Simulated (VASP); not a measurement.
# TaN (Fm-3m) in VASP: notebook

The runs below take TaN through relaxation of cell and atoms, single point, with revPBE+D4, RPBE+D3(BJ), PBEsol+D3(BJ).

Program: VASP 6.6.1. These are calculated values, not measurements. Logs are shortened: lines on timing, memory, paths and dates and some standing lists are left out, and cuts for length are marked.

## 1. The cell of the first run

Symmetry: Fm-3m, No. 225, cubic system. Conventional cell: a = 4.423 Å, b = 4.423 Å, c = 4.423 Å, α = 90.00°, β = 90.00°, γ = 90.00°. Ta (site symmetry m-3m) has 6 N at 2.21 Å within 2.9 Å. N (site symmetry m-3m) has 6 Ta at 2.21 Å within 2.9 Å.

## 2. Relaxation of cell and atoms, revPBE+D4

Input file INCAR:

```
SYSTEM = TaN
PREC = Accurate ; ENCUT = 600
EDIFF = 1E-6 ; ISMEAR = -1
SIGMA = 0.05 ; LREAL = .False.
LASPH = .True. ; NELM = 60
ALGO = Normal ; ISIF = 3
LWAVE = .False. ; LCHARG = .False.
GGA = RE ; IVDW = 13
IBRION = 2 ; NSW = 80
EDIFFG = -0.005
```

Input file KPOINTS:

```
Automatic mesh
0
Gamma
  10 10 10
  0 0 0
```

Input file POSCAR:

```
TaN
1.0
    0.0000000000      2.2113230000      2.2113230000
    2.2113230000      0.0000000000      2.2113230000
    2.2113230000      2.2113230000      0.0000000000
Ta N
1 1
Direct
    0.5000000000      0.5000000000      0.5000000000
    0.0000000000      0.0000000000      0.0000000000
```

Potentials or basis: VASP PAW PBE potentials, release 64 (Ta_pv, N).

Run with:

```console
$ cat potpaw_PBE.64/Ta_pv/POTCAR potpaw_PBE.64/N/POTCAR > POTCAR
$ mpirun -np 1 vasp_std > vasp.out
```

OUTCAR:

```text
SYSTEM = TaN
   PREC = Accurate
   ENCUT = 600
   EDIFF = 1E-6
   ISMEAR = -1
   LREAL = .False.
   LASPH = .True.
   NELM = 60
   ISIF = 3
   GGA = RE
   IVDW = 13
   IBRION = 2
   NSW = 80
   EDIFFG = -0.005

 ion  position               nearest neighbor table
   1  0.500  0.500  0.500-   2 2.21   2 2.21   2 2.21   2 2.21   2 2.21   2 2.21
   2  0.000  0.000  0.000-   1 2.21   1 2.21   1 2.21   1 2.21   1 2.21   1 2.21

  LATTYP: Found a face centered cubic cell.
 ALAT       =     4.4226460000

  Lattice vectors:

 A1 = (   0.0000000000,   2.2113230000,   2.2113230000)
 A2 = (   2.2113230000,   0.0000000000,   2.2113230000)
 A3 = (   2.2113230000,   2.2113230000,   0.0000000000)

Analysis of symmetry for initial positions (statically):
=====================================================================
 Subroutine PRICEL returns:
 Original cell was already a primitive cell.

 Routine SETGRP: Setting up the symmetry group for a
 face centered cubic supercell.

 Subroutine GETGRP returns: Found 48 space group operations
 (whereof 48 operations were pure point group operations)
 out of a pool of 48 trial point group operations.

The static configuration has the point symmetry O_h .

Analysis of symmetry for dynamics (positions and initial velocities):
=====================================================================
 Subroutine PRICEL returns:
 Original cell was already a primitive cell.

 Routine SETGRP: Setting up the symmetry group for a
 face centered cubic supercell.

 Subroutine GETGRP returns: Found 48 space group operations
 (whereof 48 operations were pure point group operations)
 out of a pool of 48 trial point group operations.

The dynamic configuration has the point symmetry O_h .

 Subroutine INISYM returns: Found 48 space group operations
 (whereof 48 operations are pure point group operations),
 and found     1 'primitive' translations

----------------------------------------------------------------------------------------

                                     Primitive cell

  volume of cell :      21.6265

  direct lattice vectors                    reciprocal lattice vectors
     0.000000000  2.211323000  2.211323000    -0.226108985  0.226108985  0.226108985
     2.211323000  0.000000000  2.211323000     0.226108985 -0.226108985  0.226108985
     2.211323000  2.211323000  0.000000000     0.226108985  0.226108985 -0.226108985

  length of vectors
     3.127282977  3.127282977  3.127282977     0.391632251  0.391632251  0.391632251

  position of ions in fractional coordinates (direct lattice)
     0.500000000  0.500000000  0.500000000
     0.000000000  0.000000000  0.000000000
[... 78 lines left out ...]
   LREAL  =      F    real-space projection
   EDIFFG = -.5E-02   stopping-criterion for IOM
   NSW    =     80    number of steps for IOM
   IBRION =      2    ionic relax: 0-MD 1-quasi-New 2-CG
   NFREE  =      1    steps in history (QN), initial steepest desc. (CG)
   ISIF   =      3    stress and relaxation
   ISYM   =      2    0-nonsym 1-usesym 2-fastsym
   POTIM  = 0.5000    time-step for ionic-motion
   TEBEG  =    0.0;   TEEND  =   0.0 temperature during run
   PSTRESS=    0.0 pullay stress
   NELECT =      16.0000    total number of electrons
   NUPDOWN=      -1.0000    fix difference up-down
   EMIN   =  10.00;   EMAX   =-10.00  energy-range for DOS
   EFERMI =   0.00;   METHOD = LEGACY
   ISMEAR =    -1;   SIGMA  =   0.05  broadening in eV -4-tet -1-fermi 0-gaus
   EFERMI_NEDOS =   21; number of points for ismear=-14 and -15
   IALGO  =     38    algorithm
   IMIX   =      4    mixing-type and parameters
     AMIX     =   0.40;   BMIX     =  1.00
     AMIX_MAG =   1.60;   BMIX_MAG =  1.00
  volume/ion in A,a.u.               =      10.81        72.97
  Fermi-wavevector in a.u.,A,eV,Ry     =   1.480651  2.798024 29.828417  2.192327
  Thomas-Fermi vector in A             =   2.594659
   LORBIT       =      0    0 simple, 1 ext, 2 COOP (PROOUT), +10 PAW based schemes
   GGA     = RE    functional components
   LHFCALC =     F    Hartree Fock is set to
   AEXX    =    0.0000 exact exchange contribution
   IVDW    =    13    specifies the selected vdW correction
   LEPSILON=     F    determine dielectric tensor
   LRPA    =     F    only Hartree local field effects (RPA)
 conjugate gradient relaxation of ions
 non-spin polarized calculation
  energy-cutoff  :      600.00
  volume of cell :       21.63
 maximum number of plane-waves:       740
 NGX is ok and might be reduce to    28
   NGX = 13   NGY = 13   NGZ = 13

--------------------------------------- Ionic step        1  -------------------------------------------

 number of electron      15.9999999 magnetization

 Free energy of the ion-electron system (eV)
  ---------------------------------------------------
  ext. energy  EPLUGINS =         0.00000000
  ---------------------------------------------------
  free energy    TOTEN  =       -20.98468407 eV

  energy without entropy =      -20.97882324  energy(sigma->0) =      -20.98175365

------------------------ aborting loop because EDIFF is reached ----------------------------------------

  DFT-D4 for vdW energy calculation

  Edisp (eV):   -1.08853
[... 31 lines left out ...]
--------------------------------------- Ionic step        2  -------------------------------------------

 number of electron      16.0000000 magnetization

 E-fermi :  10.2968     XC(G=0): -13.7087

 val. band max:       10.1852429561   @ k =  -0.2000   0.2000   0.0000
 cond. band min:      10.3344075788   @ k =  -0.3000   0.3000   0.1000
 fundamental gap:      0.1491646227
 Fermi energy:        10.2968220558

 k-point     1 :       0.0000    0.0000    0.0000
  band No.  band energies     occupation
      1     -25.4396      2.00000
      2     -25.4396      2.00000
      3     -25.4396      2.00000
      4      -9.1065      2.00000
      5       6.2832      2.00000
      6       6.2832      2.00000
      7       6.2832      2.00000
      8       8.0019      2.00000
      9       8.0019      2.00000
     10       8.0019      2.00000
     11      10.3480      0.52885
     12      10.3480      0.52877
[... 424 lines left out ...]
--------------------------------------- Ionic step        4  -------------------------------------------

 number of electron      16.0000000 magnetization

 Free energy of the ion-electron system (eV)
  ---------------------------------------------------
  ext. energy  EPLUGINS =         0.00000000
  ---------------------------------------------------
  free energy    TOTEN  =       -20.96484846 eV

  energy without entropy =      -20.95912075  energy(sigma->0) =      -20.96198460

 E-fermi :   9.7200     XC(G=0): -13.4264

 val. band max:        9.6220136598   @ k =  -0.2000   0.2000   0.0000
 cond. band min:       9.7567862948   @ k =  -0.3000   0.3000   0.1000
 fundamental gap:      0.1347726350
 Fermi energy:         9.7199691032

 k-point     1 :       0.0000    0.0000    0.0000
  band No.  band energies     occupation
      1     -26.1171      2.00000
      2     -26.1171      2.00000
      3     -26.1171      2.00000
      4      -9.2679      2.00000
      5       5.8497      2.00000
      6       5.8497      2.00000
      7       5.8497      2.00000
      8       7.5693      2.00000
      9       7.5693      2.00000
     10       7.5693      2.00000
     11       9.7600      0.62001
     12       9.7600      0.62000
[... 378 lines left out ...]
  FREE ENERGIE OF THE ION-ELECTRON SYSTEM (eV)
  ---------------------------------------------------
  free  energy   TOTEN  =       -22.0846632601 eV

  energy  without entropy=      -22.0789355489  energy(sigma->0) =      -22.08179940

 reached required accuracy - stopping structural energy minimisation
```

CONTCAR:

```text
TaN
   1.00000000000000
    -0.0000000000000000    2.1946753873785165    2.1946753873785165
     2.1946753873785165    0.0000000000000000    2.1946753873785165
     2.1946753873785165    2.1946753873785165   -0.0000000000000000
  Ta              N
     1     1
Direct
     0.5000000000000000    0.5000000000000000    0.5000000000000000
     0.0000000000000000    0.0000000000000000    0.0000000000000000

  0.00000000E+00  0.00000000E+00  0.00000000E+00
  0.00000000E+00  0.00000000E+00  0.00000000E+00
```

Wall time 52 s (1 thread of Intel Xeon Platinum 8259CL at 2.50GHz (Skylake/Cascade Lake), shared host); peak memory 0.17 GiB.

Results:

```yaml
Free_energy: -22.0847 eV
Relaxed_volume: 10.57 Å³/atom
Relaxed_cell: a = 3.104 Å, b = 3.104 Å, c = 3.104 Å, α = 60.00°, β = 60.00°, γ = 60.00°
Space_group_after_relaxing_to_0.05_Å: Fm-3m (No. 225)
Energy_gained_by_relaxing: 5.7 meV/atom
Ionic_steps: 4
Pressure_after_relaxing: 0.0 GPa
Band_gap_on_the_k_mesh: zero (band 8 reaches 11.61 eV, above the bottom of band 9 at 7.57 eV)
Dispersion_energy_per_atom: -0.560 eV
```

The path:
| step | energy change (eV) | largest force (eV/Å) | pressure (GPa) | volume (Å³) |
| --- | --- | --- | --- | --- |
| 1 | 0.0000 | 0.0000 | -7.35 | 21.63 |
| 2 | 0.0428 | 0.0000 | 18.95 | 20.11 |
| 3 | -0.0114 | 0.0000 | 0.42 | 21.11 |
| 4 | -0.0114 | 0.0000 | 0.01 | 21.14 |

Final structure:
```xyz
2
Lattice="0.0000 2.1947 2.1947 2.1947 0.0000 2.1947 2.1947 2.1947 0.0000" Properties=species:S:1:pos:R:3 pbc="T T T"
Ta    2.1947    2.1947    2.1947
N     0.0000    0.0000    0.0000
```

Caveat: the PAW data sets were made with another functional, which shifts forces and pressure a little; spin-orbit coupling is left out, which moves the levels of the heavy elements; pairwise dispersion overbinds metals, which lowers pressure and volume.

## 3. Single point, RPBE+D3(BJ)

This run uses another cell than the first one, of 9.64 Å³/atom, 0.892 times its volume.

Input file INCAR:

```
PREC     = Accurate       # precision mode
ENCUT    = 520            # plane-wave cutoff, eV
EDIFF    = 1E-6           # SCF threshold, eV
ISMEAR   = -1             # smearing method
SIGMA    = 0.05           # smearing width, eV
LREAL    = F              # projectors in reciprocal space
LASPH    = T              # aspherical terms in the spheres
NELM     = 100            # most SCF steps
ALGO     = Normal         # electronic algorithm
ISIF     = 2              # what is computed and relaxed
LWAVE    = F              # write WAVECAR
LCHARG   = F              # write CHGCAR
GGA      = RP             # functional
IVDW     = 12             # dispersion correction
NBANDS   = 15             # bands
```

Input file KPOINTS:

```
regular mesh
0
Gamma
  10 10 10
```

Input file POSCAR:

```
TaN
1.0
    0.0000000000      2.1285781961      2.1285781961
    2.1285781961      0.0000000000      2.1285781961
    2.1285781961      2.1285781961      0.0000000000
Ta N
1 1
Direct
    0.5000000000      0.5000000000      0.5000000000
    0.0000000000      0.0000000000      0.0000000000
```

Potentials or basis: VASP PAW PBE potentials, release 64 (Ta_pv, N).

Run with:

```console
$ cat potpaw_PBE.64/Ta_pv/POTCAR potpaw_PBE.64/N/POTCAR > POTCAR
$ mpirun -np 1 vasp_std > vasp.out
```

It took 8.5 s on 1 thread of Intel Xeon 6975P-C, shared host; peak memory 0.16 GiB.

It converged, with:

* Free energy: -26.7431 eV
* Pressure: 1.3 GPa
* Band gap on the k mesh: zero (band 8 reaches 13.02 eV, above the bottom of band 9 at 8.40 eV)
* Dispersion energy per atom: -3.166 eV

Levels at points of the mesh, in eV from the Fermi level:
```tsv
k point	band 6	band 7	band 8	band 9	band 10	band 11
(0.00, 0.00, 0.00)	-4.14	-4.14	-2.42	-2.42	-2.42	0.06
(0.50, 0.00, 0.00)	-8.35	-8.35	2.20	2.20	2.31	4.10
(0.50, 0.50, 0.00)	-6.21	-4.89	-4.89	2.43	4.10	4.10
```

Caveat: the PAW data sets were made with another functional, which shifts forces and pressure a little; spin-orbit coupling is left out, which moves the levels of the heavy elements; pairwise dispersion overbinds metals, which lowers pressure and volume.

## 4. Single point, PBEsol+D3(BJ)

This run uses another cell than the first one, of 10.26 Å³/atom, 0.949 times its volume.

Input file INCAR:

```
ALGO = Normal
EDIFF = 1E-6
ENCUT = 520
GGA = PS
ISIF = 2
ISMEAR = -1
IVDW = 12
LASPH = T
LCHARG = F
LREAL = F
LWAVE = F
NBANDS = 15
NELM = 100
PREC = Accurate
SIGMA = 0.05
```

Input file KPOINTS:

```
k-points
0
Gamma
  10 10 10
```

Input file POSCAR:

```
TaN
1.0
    0.0000000000      2.1728625593      2.1728625593
    2.1728625593      0.0000000000      2.1728625593
    2.1728625593      2.1728625593      0.0000000000
Ta N
1 1
Direct
    0.5000000000      0.5000000000      0.5000000000
    0.0000000000      0.0000000000      0.0000000000
```

Run with:

```console
$ cat potpaw_PBE.64/Ta_pv/POTCAR potpaw_PBE.64/N/POTCAR > POTCAR
$ mpirun -np 1 vasp_std > vasp.out
```

Wall time 8.8 s (1 thread of Intel Xeon 6975P-C, shared host); peak memory 0.16 GiB.

Results (log left out):

- Free energy: -24.1803 eV
- Pressure: 1.1 GPa
- Band gap on the k mesh: zero (band 8 reaches 11.80 eV, above the bottom of band 9 at 7.55 eV)
- Dispersion energy per atom: -0.483 eV

Levels at points of the mesh, in eV from the Fermi level:
```
           k point  band 4  band 5  band 6  band 7  band 8  band 9  band 10  band 11  band 12  band 13
(0.00, 0.00, 0.00)  -19.12   -3.91   -3.91   -3.91   -2.26   -2.26    -2.26     0.00     0.00     1.84
(0.50, 0.00, 0.00)  -15.82  -10.72   -7.87   -7.87    1.99    1.99     2.10     3.90     7.92     7.92
(0.50, 0.50, 0.00)  -17.83   -6.72   -5.78   -4.71   -4.71    2.18     3.74     3.74     4.93     7.12
```

Caveat: the PAW data sets were made with another functional, which shifts forces and pressure a little; spin-orbit coupling is left out, which moves the levels of the heavy elements; pairwise dispersion overbinds metals, which lowers pressure and volume.

## 5. The runs side by side

| task | level | cell | cutoff (eV) | gap on the mesh (eV) | pressure (GPa) |
| --- | --- | --- | --- | --- | --- |
| relaxation of cell and atoms | revPBE+D4 | relaxed from a = 3.127 Å, angles 60.0°, 2 atoms | 600 | none | 0.0 |
| single point | RPBE+D3(BJ) | a = 3.010 Å, angles 60.0°, 2 atoms | 520 | none | 1.3 |
| single point | PBEsol+D3(BJ) | a = 3.073 Å, angles 60.0°, 2 atoms | 520 | none | 1.1 |

Alike in all rows: potentials or basis VASP PAW PBE potentials, release 64 (Ta_pv, N); no spin polarisation; k mesh 10 × 10 × 10; smearing fermi-dirac 0.05 eV.

Caveats: the PAW data sets were made with another functional, which shifts forces and pressure a little; spin-orbit coupling is left out, which moves the levels of the heavy elements; pairwise dispersion overbinds metals, which lowers pressure and volume.

Total energies depend on the potentials used, so only differences within one code and one set of settings carry meaning.
